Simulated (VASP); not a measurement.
# Nb in VASP: a series of runs, part 2 of 2

VASP 6.6.1. The steps go on from the part before.

## Step 4: Single point, PBE

This run uses another cell than the first one: it holds 1 atom, not 3.

File INCAR:

```
  PREC = Accurate
  ENCUT = 500
  EDIFF = 1E-6
  ISMEAR = 0
  SIGMA = 0.1
  LREAL = F
  LASPH = T
  NELM = 120
  ALGO = Normal
  ISIF = 2
  LWAVE = F
  LCHARG = F
  GGA = PE
  NBANDS = 12
  GGA_COMPAT = F
```

File KPOINTS:

```
Automatic mesh
0
Gamma
  24 24 24
```

File POSCAR:

```
Nb
1.0
   -1.6549818147      1.6549818147      1.6549818147
    1.6549818147     -1.6549818147      1.6549818147
    1.6549818147      1.6549818147     -1.6549818147
Nb
1
Direct
    0.0000000000      0.0000000000      0.0000000000
```

Potentials or basis: VASP PAW PBE potentials, release 64 (Nb_sv).

Started as:

```
$ cat potpaw_PBE.64/Nb_sv/POTCAR > POTCAR
$ mpirun -np 1 vasp_std > vasp.out
```

OUTCAR:

```text
PREC = Accurate
   ENCUT = 500
   EDIFF = 1E-6
   ISMEAR = 0
   LREAL = F
   LASPH = T
   NELM = 120
   ISIF = 2
   GGA = PE

 ion  position               nearest neighbor table
   1  0.000  0.000  0.000-

  LATTYP: Found a body centered cubic cell.
 ALAT       =     3.3099636294

  Lattice vectors:

 A1 = (  -1.6549818147,   1.6549818147,   1.6549818147)
 A2 = (   1.6549818147,  -1.6549818147,   1.6549818147)
 A3 = (   1.6549818147,   1.6549818147,  -1.6549818147)

Analysis of symmetry for initial positions (statically):
=====================================================================
 Subroutine PRICEL returns:
 Original cell was already a primitive cell.

 Routine SETGRP: Setting up the symmetry group for a
 body centered cubic supercell.

 Subroutine GETGRP returns: Found 48 space group operations
 (whereof 48 operations were pure point group operations)
 out of a pool of 48 trial point group operations.

The static configuration has the point symmetry O_h .

Analysis of symmetry for dynamics (positions and initial velocities):
=====================================================================
 Subroutine PRICEL returns:
 Original cell was already a primitive cell.

 Routine SETGRP: Setting up the symmetry group for a
 body centered cubic supercell.

 Subroutine GETGRP returns: Found 48 space group operations
 (whereof 48 operations were pure point group operations)
 out of a pool of 48 trial point group operations.

The dynamic configuration has the point symmetry O_h .

 Subroutine INISYM returns: Found 48 space group operations
 (whereof 48 operations are pure point group operations),
 and found     1 'primitive' translations

----------------------------------------------------------------------------------------

                                     Primitive cell

  volume of cell :      18.1317

  direct lattice vectors                    reciprocal lattice vectors
    -1.654981815  1.654981815  1.654981815     0.000000000  0.302118123  0.302118123
     1.654981815 -1.654981815  1.654981815     0.302118123  0.000000000  0.302118123
     1.654981815  1.654981815 -1.654981815     0.302118123  0.302118123  0.000000000

  length of vectors
     2.866512589  2.866512589  2.866512589     0.427259547  0.427259547  0.427259547

  position of ions in fractional coordinates (direct lattice)
     0.000000000  0.000000000  0.000000000

  ion indices of the primitive-cell ions
   primitive index   ion index
                 1           1

----------------------------------------------------------------------------------------

 KPOINTS: Automatic mesh

Automatic generation of k-mesh.
 Grid dimensions read from file:
 generate k-points for:   24   24   24

 Generating k-lattice:

  Cartesian coordinates                     Fractional coordinates (reciprocal lattice)
     0.000000000  0.012588255  0.012588255     0.041666667  0.000000000  0.000000000
     0.012588255  0.000000000  0.012588255     0.000000000  0.041666667  0.000000000
     0.012588255  0.012588255  0.000000000     0.000000000  0.000000000  0.041666667

  Length of vectors
     0.017802481  0.017802481  0.017802481

  Shift w.r.t. Gamma in fractional coordinates (k-lattice)
     0.000000000  0.000000000  0.000000000

 Subroutine IBZKPT returns following result:
 ===========================================

 Found    413 irreducible k-points:

 Following reciprocal coordinates:
            Coordinates               Weight
  0.000000  0.000000  0.000000      1.000000
  0.041667  0.000000  0.000000     12.000000
  0.083333  0.000000  0.000000     12.000000
  0.125000  0.000000  0.000000     12.000000
  0.166667  0.000000  0.000000     12.000000
  0.208333  0.000000  0.000000     12.000000
[... 16 lines left out ...]
  0.416667  0.041667  0.000000     48.000000
  0.458333  0.041667  0.000000     48.000000
 [... further k-points ...]
   k-points           NKPTS =    413   k-points in BZ     NKDIM =    413   number of bands    NBANDS=     12
   number of dos      NEDOS =    301   number of ions     NIONS =      1
   total plane-waves  NPLWV =  13824
   dimension x,y,z NGX =    24 NGY =   24 NGZ =   24
   dimension x,y,z NGXF=    48 NGYF=   48 NGZF=   48
   ions per type =               1
   NGX,Y,Z   is equivalent  to a cutoff of  13.92, 13.92, 13.92 a.u.
   NGXF,Y,Z  is equivalent  to a cutoff of  27.84, 27.84, 27.84 a.u.
 SYSTEM =  unknown system
   PREC   = accura    normal or accurate (medium, high low for compatibility)
   ISTART =      0    job   : 0-new  1-cont  2-samecut
   ICHARG =      2    charge: 1-file 2-atom 10-const
   ISPIN  =      1    spin polarized calculation?
   LNONCOLLINEAR =      F non collinear calculations
   LSORBIT =      F    spin-orbit coupling
   LASPH  =      T    aspherical Exc in radial PAW
   ENCUT  =  500.0 eV  36.75 Ry    6.06 a.u.   5.23  5.23  5.23*2*pi/ulx,y,z
   NELM   =    120;   NELMIN=  2; NELMDL= -5     # of ELM steps
   EDIFF  = 0.1E-05   stopping-criterion for ELM
   LREAL  =      F    real-space projection
   EDIFFG = 0.1E-04   stopping-criterion for IOM
   NSW    =      0    number of steps for IOM
   IBRION =     -1    ionic relax: 0-MD 1-quasi-New 2-CG
   NFREE  =      0    steps in history (QN), initial steepest desc. (CG)
   ISIF   =      2    stress and relaxation
   ISYM   =      2    0-nonsym 1-usesym 2-fastsym
   POTIM  = 0.5000    time-step for ionic-motion
   TEBEG  =    0.0;   TEEND  =   0.0 temperature during run
   PSTRESS=    0.0 pullay stress
   NELECT =      13.0000    total number of electrons
   NUPDOWN=      -1.0000    fix difference up-down
   EMIN   =  10.00;   EMAX   =-10.00  energy-range for DOS
   EFERMI =   0.00;   METHOD = LEGACY
   ISMEAR =     0;   SIGMA  =   0.10  broadening in eV -4-tet -1-fermi 0-gaus
   EFERMI_NEDOS =   21; number of points for ismear=-14 and -15
   IALGO  =     38    algorithm
   IMIX   =      4    mixing-type and parameters
     AMIX     =   0.40;   BMIX     =  1.00
     AMIX_MAG =   1.60;   BMIX_MAG =  1.00
  volume/ion in A,a.u.               =      18.13       122.36
  Fermi-wavevector in a.u.,A,eV,Ry     =   1.465242  2.768906 29.210816  2.146934
  Thomas-Fermi vector in A             =   2.581122
   LORBIT       =      0    0 simple, 1 ext, 2 COOP (PROOUT), +10 PAW based schemes
   GGA     = PE    functional components
   LHFCALC =     F    Hartree Fock is set to
   AEXX    =    0.0000 exact exchange contribution
   IVDW    =     0    specifies the selected vdW correction
   LEPSILON=     F    determine dielectric tensor
   LRPA    =     F    only Hartree local field effects (RPA)
 non-spin polarized calculation
 Gauss-broadening in eV      SIGMA  =   0.10
  energy-cutoff  :      500.00
  volume of cell :       18.13
 maximum number of plane-waves:       474
 NGX is ok and might be reduce to    24

 number of electron      13.0000000 magnetization

 Free energy of the ion-electron system (eV)
  ---------------------------------------------------
  ext. energy  EPLUGINS =         0.00000000
  ---------------------------------------------------
  free energy    TOTEN  =       -10.21987995 eV

  energy without entropy =      -10.21237279  energy(sigma->0) =      -10.21612637

 E-fermi :  11.0903     XC(G=0): -12.4657

 val. band max:       11.0898626471   @ k =   0.1250   0.0000   0.0000
 cond. band min:      11.0927193928   @ k =   0.2917   0.1250   0.0000
 fundamental gap:      0.0028567458
 Fermi energy:        11.0903033393

 k-point     1 :       0.0000    0.0000    0.0000
  band No.  band energies     occupation
      1     -43.2884      2.00000
      2     -18.5999      2.00000
      3     -18.5999      2.00000
      4     -18.5999      2.00000
      5       5.1539      2.00000
      6      11.4559      0.00000
      7      11.4559      0.00000
      8      11.4559      0.00000
      9      14.3435      0.00000
     10      14.3435      0.00000
     11      25.2883      0.00000
     12      25.2883      0.00000
[... 331 lines left out ...]
 k-point    24 :       0.4583    0.0417    0.0000
  band No.  band energies     occupation
      1     -43.0493      2.00000
      2     -19.9160      2.00000
      3     -19.0243      2.00000
      4     -18.6217      2.00000
      5       7.4482      2.00000
      6       9.4705      2.00000
      7      13.1069      0.00000
      8      14.3503      0.00000
      9      15.1425      0.00000
     10      17.4535      0.00000
     11      22.7946      0.00000
     12      23.0376      0.00000

 [... further k-points ...]

------------------------ aborting loop because EDIFF is reached ----------------------------------------

  FORCE on cell =-STRESS in cart. coord.  units (eV):
  Direction    XX          YY          ZZ          XY          YZ          ZX
  --------------------------------------------------------------------------------------
  -------------------------------------------------------------------------------------
  Total       -0.0445921     -0.0445921     -0.0445921      0.0000000      0.0000000     -0.0000000
  in kB       -3.9402994     -3.9402994     -3.9402994      0.0000000      0.0000000     -0.0000000
  external PRESSURE =      -3.9402994 kB  Pullay stress =       0.0000000 kB

 VOLUME and BASIS-vectors are now :
 -----------------------------------------------------------------------------
  energy-cutoff  :      500.00
  volume of cell :       18.13
      direct lattice vectors                 reciprocal lattice vectors
    -1.654981815  1.654981815  1.654981815     0.000000000  0.302118123  0.302118123
     1.654981815 -1.654981815  1.654981815     0.302118123  0.000000000  0.302118123
     1.654981815  1.654981815 -1.654981815     0.302118123  0.302118123  0.000000000

 POSITION                                       TOTAL-FORCE (eV/Angst)
 -----------------------------------------------------------------------------------
      0.00000      0.00000      0.00000         0.000000     -0.000000      0.000000
 -----------------------------------------------------------------------------------
    total drift:                                0.000000     -0.000000     -0.000000

  FREE ENERGIE OF THE ION-ELECTRON SYSTEM (eV)
  ---------------------------------------------------
  free  energy   TOTEN  =       -10.2198799476 eV

  energy  without entropy=      -10.2123727926  energy(sigma->0) =      -10.21612637
```

OSZICAR:

```text
N       E                     dE             d eps       ncg     rms          rms(c)
DAV:   1     0.113052621046E+03    0.11305E+03   -0.71397E+03  9984   0.105E+03
DAV:   2    -0.613494860981E+01   -0.11919E+03   -0.11477E+03 10824   0.379E+02
DAV:   3    -0.103820806004E+02   -0.42471E+01   -0.40627E+01 14048   0.638E+01
DAV:   4    -0.106380916592E+02   -0.25601E+00   -0.25423E+00 14016   0.142E+01
DAV:   5    -0.106472733942E+02   -0.91817E-02   -0.91787E-02 14260   0.227E+00    0.707E+00
DAV:   6    -0.102585030826E+02    0.38877E+00   -0.59466E-01 15920   0.976E+00    0.247E+00
DAV:   7    -0.102145379326E+02    0.43965E-01   -0.18000E-01 16388   0.532E+00    0.945E-01
DAV:   8    -0.102198240609E+02   -0.52861E-02   -0.12127E-02 11768   0.145E+00    0.425E-02
DAV:   9    -0.102198702449E+02   -0.46184E-04   -0.96078E-04 15572   0.292E-01    0.409E-02
DAV:  10    -0.102198869193E+02   -0.16674E-04   -0.28225E-05 11708   0.682E-02    0.150E-02
DAV:  11    -0.102198802416E+02    0.66778E-05   -0.54146E-06 13184   0.393E-02    0.267E-03
DAV:  12    -0.102198799476E+02    0.29395E-06   -0.18005E-07  6916   0.569E-03
   1 F= -.10219880E+02 E0= -.10216126E+02  d E =-.750716E-02
```

stdout:

```text
POSCAR found type information on POSCAR Nb
 POSCAR found :  1 types and       1 ions
 scaLAPACK will be used
 LDA part: xc-table for (Slater+PW92), standard interpolation
 POSCAR, INCAR and KPOINTS ok, starting setup
 FFT: planning ... GRIDC
 FFT: planning ... GRID_SOFT
 FFT: planning ... GRID
 WAVECAR not read
 entering main loop
```

Run time: 64 s. Hardware: 1 thread of Intel Xeon 8259CL, shared host; peak memory 0.2 GiB.

Results:

| Quantity | Value |
| --- | --- |
| Free energy | -10.2199 eV |
| Pressure | -0.4 GPa |
| Band gap on the k mesh | zero (an odd number of electrons rules out a gap without spin polarisation) |

## Step 5: Relaxation of cell and atoms, PBE

This run uses another cell than the first one: it holds 1 atom, not 3.

File INCAR:

```
  PREC = Accurate
  ENCUT = 500
  EDIFF = 1E-7
  ISMEAR = 0
  SIGMA = 0.1
  LREAL = False
  LASPH = True
  NELM = 120
  ALGO = Normal
  ISIF = 3
  LWAVE = False
  LCHARG = False
  GGA = PE
  IBRION = 2
  NSW = 100
  EDIFFG = -0.01
  GGA_COMPAT = False
  NELMIN = 4
```

KPOINTS is that of step 4.

File POSCAR:

```
Nb
1.0
   -1.6588161896      1.6588161896      1.6588161896
    1.6588161896     -1.6588161896      1.6588161896
    1.6588161896      1.6588161896     -1.6588161896
Nb
1
Direct
    0.0000000000      0.0000000000      0.0000000000
```

Potentials or basis: VASP PAW PBE potentials, release 64 (Nb_sv).

Started as:

```
$ cat potpaw_PBE.64/Nb_sv/POTCAR > POTCAR
$ mpirun -np 1 vasp_std > vasp.out
```

OUTCAR:

```text
PREC = Accurate
   ENCUT = 500
   EDIFF = 1E-7
   ISMEAR = 0
   LREAL = False
   LASPH = True
   NELM = 120
   ISIF = 3
   GGA = PE
   IBRION = 2
   NSW = 100
   EDIFFG = -0.01
   NELMIN = 4

 ion  position               nearest neighbor table
   1  0.000  0.000  0.000-

  LATTYP: Found a body centered cubic cell.
 ALAT       =     3.3176323792

  Lattice vectors:

 A1 = (  -1.6588161896,   1.6588161896,   1.6588161896)
 A2 = (   1.6588161896,  -1.6588161896,   1.6588161896)
 A3 = (   1.6588161896,   1.6588161896,  -1.6588161896)

Analysis of symmetry for initial positions (statically):
=====================================================================
 Subroutine PRICEL returns:
 Original cell was already a primitive cell.

 Routine SETGRP: Setting up the symmetry group for a
 body centered cubic supercell.

 Subroutine GETGRP returns: Found 48 space group operations
 (whereof 48 operations were pure point group operations)
 out of a pool of 48 trial point group operations.

The static configuration has the point symmetry O_h .

Analysis of symmetry for dynamics (positions and initial velocities):
=====================================================================
 Subroutine PRICEL returns:
[... 225 lines left out ...]
--------------------------------------- Ionic step        3  -------------------------------------------

 number of electron      13.0000000 magnetization

 Free energy of the ion-electron system (eV)
  ---------------------------------------------------
  ext. energy  EPLUGINS =         0.00000000
  ---------------------------------------------------
  free energy    TOTEN  =       -10.22007657 eV

  energy without entropy =      -10.21260082  energy(sigma->0) =      -10.21633869

 E-fermi :  11.1217     XC(G=0): -12.4773

 val. band max:       11.1192171191   @ k =   0.1250   0.0000   0.0000
 cond. band min:      11.1228828144   @ k =  -0.3333   0.4583   0.1667
 fundamental gap:      0.0036656953
 Fermi energy:        11.1216870383

 k-point     1 :       0.0000    0.0000    0.0000
  band No.  band energies     occupation
      1     -43.2542      2.00000
      2     -18.5609      2.00000
      3     -18.5609      2.00000
      4     -18.5609      2.00000
      5       5.1808      2.00000
      6      11.4866      0.00000
      7      11.4866      0.00000
      8      11.4866      0.00000
      9      14.3816      0.00000
     10      14.3816      0.00000
[... 287 lines left out ...]
 k-point    24 :       0.4583    0.0417    0.0000
  band No.  band energies     occupation
      1     -43.0129      2.00000
      2     -19.8863      2.00000
      3     -18.9881      2.00000
      4     -18.5830      2.00000
      5       7.4704      2.00000
      6       9.4952      2.00000
      7      13.1480      0.00000
      8      14.3897      0.00000
      9      15.1844      0.00000
     10      17.5030      0.00000

 [... further k-points ...]

------------------------ aborting loop because EDIFF is reached ----------------------------------------

  FORCE on cell =-STRESS in cart. coord.  units (eV):
  Direction    XX          YY          ZZ          XY          YZ          ZX
  --------------------------------------------------------------------------------------
  -------------------------------------------------------------------------------------
  Total       -0.0005998     -0.0005998     -0.0005998      0.0000000      0.0000000     -0.0000000
  in kB       -0.0531188     -0.0531188     -0.0531188      0.0000000      0.0000000     -0.0000000
  external PRESSURE =      -0.0531188 kB  Pullay stress =       0.0000000 kB
[... 16 lines left out ...]
  FREE ENERGIE OF THE ION-ELECTRON SYSTEM (eV)
  ---------------------------------------------------
  free  energy   TOTEN  =       -10.2200765710 eV

  energy  without entropy=      -10.2126008174  energy(sigma->0) =      -10.21633869

 reached required accuracy - stopping structural energy minimisation
```

OSZICAR:

```text
N       E                     dE             d eps       ncg     rms          rms(c)
DAV:   1     0.113983248888E+03    0.11398E+03   -0.73584E+03  8276   0.126E+03
[... 28 lines left out ...]
DAV:   3    -0.102185145482E+02    0.36930E-02   -0.28400E-02 12726   0.188E+00    0.243E-01
DAV:   4    -0.102193138846E+02   -0.79934E-03   -0.90144E-04 10520   0.321E-01    0.140E-01
DAV:   5    -0.102200798853E+02   -0.76600E-03   -0.22690E-03 13882   0.325E-01    0.626E-02
DAV:   6    -0.102200792354E+02    0.64992E-06   -0.34372E-05  9378   0.847E-02    0.238E-02
DAV:   7    -0.102200761373E+02    0.30981E-05   -0.91772E-06 10946   0.455E-02    0.262E-03
DAV:   8    -0.102200765824E+02   -0.44509E-06   -0.53670E-07  9792   0.573E-03    0.862E-04
DAV:   9    -0.102200765710E+02    0.11430E-07   -0.31341E-08  4644   0.254E-03
   3 F= -.10220077E+02 E0= -.10216339E+02  d E =-.811746E-03
```

Run time: 2.3 min. Hardware: 1 thread of Intel Xeon 8259CL, shared host; peak memory 0.21 GiB.

What came out:

- Free energy: -10.2201 eV
- Relaxed volume: 18.09 Å³/atom
- Relaxed cell: a = 2.864 Å, b = 2.864 Å, c = 2.864 Å, α = 109.47°, β = 109.47°, γ = 109.47°
- Space group after relaxing (to 0.1 Å): Im-3m (No. 229)
- Energy gained by relaxing: 0.8 meV/atom
- Ionic steps: 3
- Pressure after relaxing: 0.0 GPa
- Band gap on the k mesh: zero (an odd number of electrons rules out a gap without spin polarisation)

Step by step:
```
step  energy change (eV)  largest force (eV/Å)  pressure (GPa)  volume (Å³)
   1              0.0000                0.0000           -1.54        18.26
   2              0.0018                0.0000            2.87        17.80
   3             -0.0008                0.0000           -0.01        18.09
```

Final structure:
```cif
data_structure
_symmetry_space_group_name_H-M 'P 1'
_symmetry_Int_Tables_number 1
_cell_length_a 2.8644
_cell_length_b 2.8644
_cell_length_c 2.8644
_cell_angle_alpha 109.471
_cell_angle_beta 109.471
_cell_angle_gamma 109.471
_cell_volume 18.09
loop_
_atom_site_label
_atom_site_type_symbol
_atom_site_fract_x
_atom_site_fract_y
_atom_site_fract_z
_atom_site_occupancy
Nb1 Nb 0.00000 0.00000 0.00000 1
```

## Step 6: The runs side by side

```csv
task,cell,k mesh,cutoff (eV),gap on the mesh (eV),pressure (GPa)
single point,"a = 4.622, b = 4.622, c = 2.956 Å, angles 90.0, 90.0, 120.0°, 3 atoms, atomic positions A",6 × 6 × 4,520,none,-0.5
single point,"a = 2.873 Å, angles 109.5°, 1 atom, atomic positions B",8 × 8 × 8,500,none,-1.1
single point,"a = 2.867 Å, angles 109.5°, 1 atom, atomic positions B",24 × 24 × 24,500,none,-0.4
relaxation of cell and atoms,"relaxed from a = 2.873 Å, angles 109.5°, 1 atom, atomic positions B",24 × 24 × 24,500,none,0.0
```

Alike in all rows: level PBE; potentials or basis VASP PAW PBE potentials, release 64 (Nb_sv); no spin polarisation; smearing gaussian 0.1 eV.

Caveats: some runs use coarse meshes.

Absolute energies hang on the potentials; compare differences alone.

The gap in the log of VASP goes by the Fermi energy; the results here count the filled bands.